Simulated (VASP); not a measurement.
Set up this calculation in VASP 6.6.1, as the native input.

* Task: relaxation of cell and atoms
* Functional: PBE
* Potentials or basis: VASP PAW PBE potentials, release 64 (Hf_pv, F)
* Cutoff: 600 eV
* k mesh: 6 × 6 × 2
* Occupations: gaussian, width 0.2 eV
* Spin: no spin polarisation
* Dipole correction: no
* Further INCAR settings: ALGO = Normal; EDIFF = 1e-06; IBRION = 2; EDIFFG = -0.08; NSW = 36; ISIF = 3

The structure of Hf4F3 lies in POSCAR:

```
Hf4F3
1.0
    3.2000000000      0.0000000000      0.0000000000
   -1.6000000000      2.7712812900      0.0000000000
    0.0000000000      0.0000000000     12.1500000000
Hf F
4 3
Direct
    0.6666666700      0.3333333300      0.8900000000
    0.3333333300      0.6666666700      0.1100000000
    0.6666666700      0.3333333300      0.3100000000
    0.3333333300      0.6666666700      0.6900000000
    0.0000000000      0.0000000000      0.0000000000
    0.3333333300      0.6666666700      0.4100000000
    0.6666666700      0.3333333300      0.5900000000
```

These files were run (other wordings do the same):

INCAR

```
SYSTEM = Hf4F3
  PREC = Accurate
  ENCUT = 600
  EDIFF = 1E-6
  ISMEAR = 0
  SIGMA = 0.2
  LREAL = .FALSE.
  LASPH = .TRUE.
  NELM = 100
  ALGO = Normal
  ISIF = 3
  LWAVE = .FALSE.
  LCHARG = .FALSE.
  GGA = PE
  IBRION = 2
  NSW = 36
  EDIFFG = -0.08
```

KPOINTS

```
regular mesh
0
G
  6 6 2
  0 0 0
```

Potentials or basis: VASP PAW PBE potentials, release 64 (Hf_pv, F).

Launch:

```sh
$ cat potpaw_PBE.64/Hf_pv/POTCAR potpaw_PBE.64/F/POTCAR > POTCAR
$ mpirun -np 1 vasp_std > vasp.out
```

Results of the run:

The relaxed volume is 16.86 Å³/atom and the relaxed cell is a = 3.185 Å, b = 3.185 Å, c = 13.434 Å, α = 90.00°, β = 90.00°, γ = 120.00°. The space group after relaxing (to 0.1 Å) is P-3m1 (No. 164), the energy gained by relaxing is 96.5 meV/atom and the ionic steps are 10. The pressure after relaxing is -0.2 GPa, the largest force after relaxing is 0.073 eV/Å and the band gap on the k mesh is zero (an odd number of electrons rules out a gap without spin polarisation).

Caveat: the k points lie up to 0.38 Å⁻¹ apart in the final cell, too coarse for converged energies and pressures of a metal; spin-orbit coupling is left out, which moves the levels of the heavy elements; an odd number of electrons without spin polarisation forces a metal; a magnetic or distorted state may lie lower; the relaxation stopped at a loose force limit of 0.08 eV/Å, so its end isn't a converged minimum.

It took 5.9 min on 1 thread of Intel(R) Xeon(R) 6975P-C (Granite Rapids) (shared host), peak memory 0.3 GiB.
